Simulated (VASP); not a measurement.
# NaB4 (I4/mmm) in VASP: a series of runs

NaB4 is run at these levels: PBE; tasks: single point.

Program: VASP 6.6.1. These are calculated values, not measurements. Logs are shortened: lines on timing, memory, paths and dates and some standing lists are left out, and cuts for length are marked.

## (1) The cell of the first run

The structure is tetragonal, space group I4/mmm (No. 139). The conventional cell has a = 3.066 Å, b = 3.066 Å, c = 8.166 Å, α = 90.00°, β = 90.00°, γ = 90.00°. Within 3.1 Å of Na (site symmetry 4/mmm) lie 16 B at 2.38 to 2.55 Å and 4 Na at 3.07 Å. Within 2.5 Å of B (site symmetry -4m2) lie 8 B at 1.86 to 2.17 Å. B (site symmetry 4mm) has 5 B at 1.86 to 1.96 Å and 4 Na at 2.38 Å within 2.5 Å.

## (2) Single point, PBE

Contents of INCAR:

```
SYSTEM = NaB4
ALGO     = Normal         ! electronic algorithm
EDIFF    = 1E-6           ! SCF threshold, eV
ENCUT    = 520            ! plane-wave cutoff, eV
GGA      = PE             ! functional
ISIF     = 2              ! what is computed and relaxed
ISMEAR   = 0              ! smearing method
LASPH    = .True.         ! aspherical terms in the spheres
LCHARG   = .False.        ! write CHGCAR
LREAL    = .False.        ! projectors in reciprocal space
LWAVE    = .False.        ! write WAVECAR
NBANDS   = 18             ! bands
NELM     = 80             ! most SCF steps
PREC     = Accurate       ! precision mode
SIGMA    = 0.1            ! smearing width, eV
```

Contents of KPOINTS:

```
k-points
0
Gamma
  8 8 8
  0 0 0
```

Contents of POSCAR:

```
NaB4
1.0
   -1.5332036673      1.5332036673      4.0830067195
    1.5332036673     -1.5332036673      4.0830067195
    1.5332036673      1.5332036673     -4.0830067195
Na B
1 4
Direct
    0.0000000000      0.0000000000      0.0000000000
    0.7500000000      0.2500000000      0.5000000000
    0.3799493109      0.3799493109      0.0000000000
    0.6200506891      0.6200506891      0.0000000000
    0.2500000000      0.7500000000      0.5000000000
```

Potentials or basis: VASP PAW PBE potentials, release 64 (Na_pv, B).

Launch:

```console
cat potpaw_PBE.64/Na_pv/POTCAR potpaw_PBE.64/B/POTCAR > POTCAR
mpirun -np 1 vasp_std > vasp.out
```

OUTCAR:

```text
SYSTEM = NaB4
   EDIFF = 1E-6
   ENCUT = 520
   GGA = PE
   ISIF = 2
   ISMEAR = 0
   LASPH = .True.
   LREAL = .False.
   NELM = 80
   PREC = Accurate

 ion  position               nearest neighbor table
   1  0.000  0.000  0.000-   4 2.38   4 2.38   4 2.38   3 2.38   4 2.38   3 2.38   3 2.38   3 2.38

   2  0.750  0.250  0.500-   4 1.86   3 1.86   3 1.86   4 1.86   5 2.17   5 2.17   5 2.17   5 2.17

   3  0.380  0.380  0.000-   2 1.86   5 1.86   5 1.86   2 1.86   4 1.96   1 2.38   1 2.38   1 2.38
                             1 2.38
   4  0.620  0.620  0.000-   2 1.86   5 1.86   5 1.86   2 1.86   3 1.96   1 2.38   1 2.38   1 2.38
                             1 2.38
   5  0.250  0.750  0.500-   4 1.86   3 1.86   3 1.86   4 1.86   2 2.17   2 2.17   2 2.17   2 2.17

  LATTYP: Found a body centered tetragonal cell.
 ALAT       =     3.0664073346
 C/A-ratio  =     2.6630556700

  Lattice vectors:

 A1 = (  -1.5332036673,   1.5332036673,   4.0830067195)
 A2 = (   1.5332036673,  -1.5332036673,   4.0830067195)
 A3 = (   1.5332036673,   1.5332036673,  -4.0830067195)

Analysis of symmetry for initial positions (statically):
=====================================================================
 Subroutine PRICEL returns:
 Original cell was already a primitive cell.

 Routine SETGRP: Setting up the symmetry group for a
 body centered tetragonal supercell.

 Subroutine GETGRP returns: Found 16 space group operations
 (whereof 16 operations were pure point group operations)
 out of a pool of 16 trial point group operations.

The static configuration has the point symmetry D_4h.

Analysis of symmetry for dynamics (positions and initial velocities):
=====================================================================
 Subroutine PRICEL returns:
 Original cell was already a primitive cell.

 Routine SETGRP: Setting up the symmetry group for a
 body centered tetragonal supercell.

 Subroutine GETGRP returns: Found 16 space group operations
 (whereof 16 operations were pure point group operations)
 out of a pool of 16 trial point group operations.

The dynamic configuration has the point symmetry D_4h.

 Subroutine INISYM returns: Found 16 space group operations
 (whereof 16 operations are pure point group operations),
 and found     1 'primitive' translations

----------------------------------------------------------------------------------------

                                     Primitive cell
[... 95 lines left out ...]
   ENCUT  =  520.0 eV  38.22 Ry    6.18 a.u.   8.60  8.60  8.60*2*pi/ulx,y,z
   NELM   =     80;   NELMIN=  2; NELMDL= -5     # of ELM steps
   EDIFF  = 0.1E-05   stopping-criterion for ELM
   LREAL  =      F    real-space projection
   EDIFFG = 0.1E-04   stopping-criterion for IOM
   NSW    =      0    number of steps for IOM
   IBRION =     -1    ionic relax: 0-MD 1-quasi-New 2-CG
   NFREE  =      0    steps in history (QN), initial steepest desc. (CG)
   ISIF   =      2    stress and relaxation
   ISYM   =      2    0-nonsym 1-usesym 2-fastsym
   POTIM  = 0.5000    time-step for ionic-motion
   TEBEG  =    0.0;   TEEND  =   0.0 temperature during run
   PSTRESS=    0.0 pullay stress
   NELECT =      19.0000    total number of electrons
   NUPDOWN=      -1.0000    fix difference up-down
   EMIN   =  10.00;   EMAX   =-10.00  energy-range for DOS
   EFERMI =   0.00;   METHOD = LEGACY
   ISMEAR =     0;   SIGMA  =   0.10  broadening in eV -4-tet -1-fermi 0-gaus
   EFERMI_NEDOS =   21; number of points for ismear=-14 and -15
   IALGO  =     38    algorithm
   IMIX   =      4    mixing-type and parameters
     AMIX     =   0.40;   BMIX     =  1.00
     AMIX_MAG =   1.60;   BMIX_MAG =  1.00
  volume/ion in A,a.u.               =       7.68        51.82
  Fermi-wavevector in a.u.,A,eV,Ry     =   1.294929  2.447062 22.814824  1.676842
  Thomas-Fermi vector in A             =   2.426481
   LORBIT       =      0    0 simple, 1 ext, 2 COOP (PROOUT), +10 PAW based schemes
   GGA     = PE    functional components
   LHFCALC =     F    Hartree Fock is set to
   AEXX    =    0.0000 exact exchange contribution
   IVDW    =     0    specifies the selected vdW correction
   LEPSILON=     F    determine dielectric tensor
   LRPA    =     F    only Hartree local field effects (RPA)
 non-spin polarized calculation
 Gauss-broadening in eV      SIGMA  =   0.10
  energy-cutoff  :      520.00
  volume of cell :       38.39
 maximum number of plane-waves:      1046
 NGX is ok and might be reduce to    36
   NGX = 17   NGY = 17   NGZ = 17

 number of electron      19.0000004 magnetization

 Free energy of the ion-electron system (eV)
  ---------------------------------------------------
  ext. energy  EPLUGINS =         0.00000000
  ---------------------------------------------------
  free energy    TOTEN  =       -26.44518177 eV

  energy without entropy =      -26.44300931  energy(sigma->0) =      -26.44409554

 E-fermi :   6.0811     XC(G=0): -11.7822

 val. band max:        5.9849807412   @ k =  -0.3750   0.3750   0.2500
 cond. band min:       6.1209614755   @ k =  -0.2500   0.1250  -0.0000
 fundamental gap:      0.1359807343
 Fermi energy:         6.0810529314

 k-point     1 :       0.0000    0.0000    0.0000
  band No.  band energies     occupation
      1     -16.8140      2.00000
      2     -16.6608      2.00000
      3     -16.6608      2.00000
      4      -8.1882      2.00000
      5      -0.4831      2.00000
      6       0.7783      2.00000
[... 481 lines left out ...]
      5      -4.0102      2.00000
      6       0.7800      2.00000
[... 10 lines left out ...]
     17      17.2710      0.00000
     18      19.8956      0.00000

 [... further k-points ...]
[... 5 lines left out ...]
  --------------------------------------------------------------------------------------
  -------------------------------------------------------------------------------------
  Total        0.0723271      0.0723271      0.0672240      0.0000000     -0.0000000      0.0000000
  in kB        3.0183663      3.0183663      2.8054006      0.0000000     -0.0000000      0.0000000
  external PRESSURE =       2.9473777 kB  Pullay stress =       0.0000000 kB

 VOLUME and BASIS-vectors are now :
 -----------------------------------------------------------------------------
  energy-cutoff  :      520.00
  volume of cell :       38.39
      direct lattice vectors                 reciprocal lattice vectors
    -1.533203667  1.533203667  4.083006720     0.000000000  0.326114534  0.122458775
     1.533203667 -1.533203667  4.083006720     0.326114534  0.000000000  0.122458775
     1.533203667  1.533203667 -4.083006720     0.326114534  0.326114534  0.000000000

 POSITION                                       TOTAL-FORCE (eV/Angst)
 -----------------------------------------------------------------------------------
      0.00000      0.00000      0.00000         0.000000      0.000000      0.000000
      0.00000      1.53320      2.04150         0.000000      0.000000      0.000000
      0.00000      0.00000      3.10267        -0.000000     -0.000000     -0.008286
      0.00000      0.00000      5.06334        -0.000000     -0.000000      0.008286
      1.53320      0.00000      2.04150         0.000000      0.000000      0.000000
 -----------------------------------------------------------------------------------
    total drift:                                0.000000      0.000000      0.000000

  FREE ENERGIE OF THE ION-ELECTRON SYSTEM (eV)
  ---------------------------------------------------
  free  energy   TOTEN  =       -26.4451817741 eV

  energy  without entropy=      -26.4430093069  energy(sigma->0) =      -26.44409554
```

OSZICAR:

```text
N       E                     dE             d eps       ncg     rms          rms(c)
DAV:   1     0.980442689732E+02    0.98044E+02   -0.89639E+03  2158   0.113E+03
DAV:   2    -0.210656554162E+02   -0.11911E+03   -0.11232E+03  2344   0.292E+02
DAV:   3    -0.272650824763E+02   -0.61994E+01   -0.60039E+01  2826   0.617E+01
DAV:   4    -0.273390197507E+02   -0.73937E-01   -0.73608E-01  2596   0.609E+00
DAV:   5    -0.273395691925E+02   -0.54944E-03   -0.54921E-03  2682   0.563E-01    0.488E+00
DAV:   6    -0.266846436362E+02    0.65493E+00   -0.53305E-01  3132   0.728E+00    0.280E+00
DAV:   7    -0.264504843004E+02    0.23416E+00   -0.44939E-01  3012   0.604E+00    0.677E-01
DAV:   8    -0.264454513754E+02    0.50329E-02   -0.17853E-02  2570   0.124E+00    0.180E-01
DAV:   9    -0.264451966252E+02    0.25475E-03   -0.12263E-03  2630   0.275E-01    0.347E-02
DAV:  10    -0.264451819332E+02    0.14692E-04   -0.93780E-05  2736   0.104E-01    0.112E-02
DAV:  11    -0.264451817741E+02    0.15916E-06   -0.77496E-06  2412   0.241E-02
   1 F= -.26445182E+02 E0= -.26444096E+02  d E =-.217247E-02
```

Wall time 53 s (1 thread of Intel Xeon Platinum 8488C (Sapphire Rapids), shared host); peak memory 0.2 GiB.

What came out:

```
Free energy   : -26.4452 eV
Pressure      : 0.3 GPa
Largest force : 0.008 eV/Å
```

Forces on the atoms (eV/Å):
```
Na   0.000  0.000  0.000
B    0.000  0.000  0.000
B    0.000  0.000 -0.008
B    0.000  0.000  0.008
B    0.000  0.000  0.000
```

Levels at points of the mesh, in eV from the Fermi level:
```csv
k point,band 8,band 9,band 10,band 11,band 12,band 13
"(0.00, 0.00, 0.00)",-3.63,1.71,1.71,2.27,3.11,3.44
"(0.50, 0.00, 0.00)",-1.10,-1.03,-0.35,3.22,4.62,6.52
"(0.50, 0.50, 0.00)",-3.91,-3.83,-2.49,4.29,5.49,5.95
"(0.50, 0.50, 0.50)",-0.63,1.49,3.53,3.53,3.70,4.47
```

Caveat: the k points lie up to 0.36 Å⁻¹ apart.

## (3) Single point, PBE

This run uses another cell than the first one, of 10.61 Å³/atom, 1.382 times its volume.

Contents of INCAR:

```
SYSTEM = NaB4
ALGO = Normal
EDIFF = 1E-7
ENCUT = 520
GGA = PE
ISIF = 2
ISMEAR = 0
LASPH = .True.
LCHARG = .False.
LREAL = .False.
LWAVE = .False.
NBANDS = 18
NELM = 80
PREC = Accurate
SIGMA = 0.1
```

KPOINTS is that of step 2.

Contents of POSCAR:

```
NaB4
1.0
   -1.7098435400      1.7098435400      4.5372441000
    1.7098435400     -1.7098435400      4.5372441000
    1.7098435400      1.7098435400     -4.5372441000
Na B
1 4
Direct
    0.0000000000      0.0000000000      0.0000000000
    0.7500000000      0.2500000000      0.5000000000
    0.3893334900      0.3893334900      0.0000000000
    0.6106665100      0.6106665100      0.0000000000
    0.2500000000      0.7500000000      0.5000000000
```

Potentials or basis: VASP PAW PBE potentials, release 64 (Na_pv, B).

Launch:

```console
cat potpaw_PBE.64/Na_pv/POTCAR potpaw_PBE.64/B/POTCAR > POTCAR
mpirun -np 1 vasp_std > vasp.out
```

Run time: 86 s. Hardware: 1 thread of Intel Xeon Platinum 8488C (Sapphire Rapids), shared host; peak memory 0.24 GiB.

The run converged. Its results:

* Free energy: -24.2928 eV
* Pressure: -33.1 GPa
* Largest force: 1.566 eV/Å

Forces in eV/Å, atoms in the order of the input:
```
Na   0.000  0.000  0.000
B    0.000  0.000  0.000
B    0.000  0.000 -1.566
B    0.000  0.000  1.566
B    0.000  0.000  0.000
```

Stress tensor (GPa, compression positive):
```
-29.38   0.00   0.00
  0.00 -29.38   0.00
  0.00   0.00 -40.56
```

Levels at points of the mesh, in eV from the Fermi level:
```csv
k point,band 7,band 8,band 9,band 10,band 11,band 12
"(0.00, 0.00, 0.00)",-2.48,-2.48,0.12,1.01,1.01,2.57
"(0.50, 0.00, 0.00)",-4.17,-1.17,-0.68,0.04,2.79,2.94
"(0.50, 0.50, 0.00)",-6.09,-3.75,-3.26,-1.75,2.63,3.22
"(0.50, 0.50, 0.50)",-2.86,-1.09,-0.22,2.92,2.92,3.09
```

Caveat: forces of over 1 eV/Å act on the atoms, so gaps and moduli don't describe the material at rest.
